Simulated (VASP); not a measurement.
SnO2, 6 atoms in the cell. The typed cell holds 6 atoms: a = 5.853 Å, b = 5.853 Å, c = 5.853 Å, α = 140.03°, β = 140.03°, γ = 57.80°.  This cell differs from its parent crystal: atoms moved at random.

* Program: VASP 6.6.1
* Task: single point
* Functional: LDA
* Potentials or basis: VASP PAW LDA potentials, release 64 (Sn_d, O)
* Cutoff: 520 eV
* k mesh: 10 × 10 × 10
* Occupations: gaussian, width 0.05 eV
* Spin: no spin polarisation
* Dipole correction: no
* Further INCAR settings: ALGO = Normal; EDIFF = 1e-06; NBANDS = 35

Potentials or basis: VASP PAW LDA potentials, release 64 (Sn_d, O).

Run with:

```sh
$ cat potpaw_LDA.64/Sn_d/POTCAR potpaw_LDA.64/O/POTCAR > POTCAR
$ mpirun -np 4 vasp_std > vasp.out
```

Hardware: 4 MPI ranks on Intel(R) Xeon(R) Platinum 8375C CPU @ 2.90GHz (Ice Lake), on a shared host.

Question: How long does it take, and how much memory?

Answer: It took 8.2 min on 4 MPI ranks on Intel(R) Xeon(R) Platinum 8375C CPU @ 2.90GHz (Ice Lake), on a shared host, peak memory 1.1 GiB a rank. Counts: scf iterations 14, k points 504.
